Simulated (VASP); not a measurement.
Runs of VASP 6.6.1 on GaO3. The structure is that of space group Im-3m (No. 229), or close to it. The cells are those of the table. 

```tsv
task	spin	cell	k mesh	cutoff (eV)	gap on the mesh (eV)	pressure (GPa)	moment (μB)	relaxed volume (Å³/atom)
relaxation of cell and atoms	off	relaxed from a = 4.080 Å, angles 109.5°, 4 atoms	6 × 6 × 6	600	none	-0.2	-	8.97
single point	off	a = 4.080 Å, angles 109.5°, 4 atoms	6 × 6 × 6	520	none	-27.6	-	-
relaxation of cell and atoms	off	relaxed from a = 3.595 Å, angles 109.5°, 4 atoms	16 × 16 × 16	600	none	0.0	-	(a)
single point	off	a = 3.604 Å, angles 109.5°, 4 atoms	16 × 16 × 16	520	none	0.4	-	-
single point	collinear, ferromagnetic start	a = 4.080 Å, angles 109.5°, 4 atoms	6 × 6 × 6	520	none	-24.6	1.76	-
single point	off	a = 3.595 Å, angles 109.5°, 4 atoms	6 × 6 × 6	520	none	0.4	-	-
single point	collinear, ferromagnetic start	a = 3.595 Å, angles 109.5°, 4 atoms	6 × 6 × 6	520	none	0.4	(b)	-
```

Alike in all rows: level PBE; potentials or basis VASP PAW PBE potentials, release 64 (Ga_d, O); smearing gaussian 0.1 eV.

Q: Fill in the values left out.

A: (a) 9.02; (b) 0.00.

Caveats: an odd number of electrons without spin polarisation forces a metal (some runs); a magnetic or distorted state may lie lower (some runs); the volume moved by over 15 % at a fixed basis, so the end points are rough (some runs).

A k mesh can miss the band edges, and the runs leave out spin-orbit coupling on Ga.

A gap of «none» marks levels without a gap at the run's occupations.
